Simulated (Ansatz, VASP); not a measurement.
One calculation of CdTe, two programs

```xyz
2
Lattice="0.0000 3.3103 3.3103 3.3103 0.0000 3.3103 3.3103 3.3103 0.0000" Properties=species:S:1:pos:R:3 pbc="T T T"
Cd    0.0000    0.0000    0.0000
Te    4.9654    4.9654    4.9654
```

Alike in both runs: task relaxation of cell and atoms; functional PBE; k mesh 8 × 8 × 8; occupations gaussian, width 0.02 eV; no spin polarisation.

|  | VASP | Ansatz |
| --- | --- | --- |
| version | VASP 6.6.1 | Ansatz 0.2.0 |
| potentials or method | VASP PAW PBE potentials, release 64 (Cd, Te), cutoff 500 eV | scalar-relativistic, plane waves, PAW |
| valence electrons in the cell | 18 | 36 |

```csv
,VASP,Ansatz,Ansatz less VASP
"gap on the k mesh at the Fermi level, each at its own relaxed structure (eV)",0.57,0.58,+0.010
relaxed volume (Å³/atom),36.35,36.24,-0.114
relaxed cell length with the largest relative difference (Å),4.685,4.680,-0.0049
```

VASP's potentials hold 18 valence electrons a cell and Ansatz's 36, so a difference there can come from the potentials and not from the codes.

Spin-orbit coupling is off throughout.
